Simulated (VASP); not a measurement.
A run of VASP 6.6.1 is set up as follows.

File INCAR:

```
  PREC = Accurate
  ENCUT = 500
  EDIFF = 1E-6
  ISMEAR = -1
  SIGMA = 0.05
  LREAL = F
  LASPH = T
  NELM = 120
  ALGO = Normal
  ISIF = 2
  LWAVE = F
  LCHARG = F
  GGA = PS
  NBANDS = 11
  GGA_COMPAT = F
```

File KPOINTS:

```
regular mesh
0
Gamma
  11 11 11
```

POSCAR

```
Pd
1.0
    1.5102211666      1.5102211666      1.5102211666
   -1.5102211666      1.5102211666      1.5102211666
   -1.5102211666     -1.5102211666      1.5102211666
Pd
1
Direct
    0.0000000000      0.0000000000      0.0000000000
```

Potentials or basis: VASP PAW PBE potentials, release 64 (Pd).

Command:

```sh
$ cat potpaw_PBE.64/Pd/POTCAR > POTCAR
$ mpirun -np 1 vasp_std > vasp.out
```

Task: Predict the band gap on the k mesh.

Result: Zero (band 5 reaches 11.42 eV, above the bottom of band 6 at 9.62 eV).

Task: What does it give for the pressure?

Result: 14.6 GPa.

Caveat: the PAW data sets were made with another functional, which shifts forces and pressure a little.
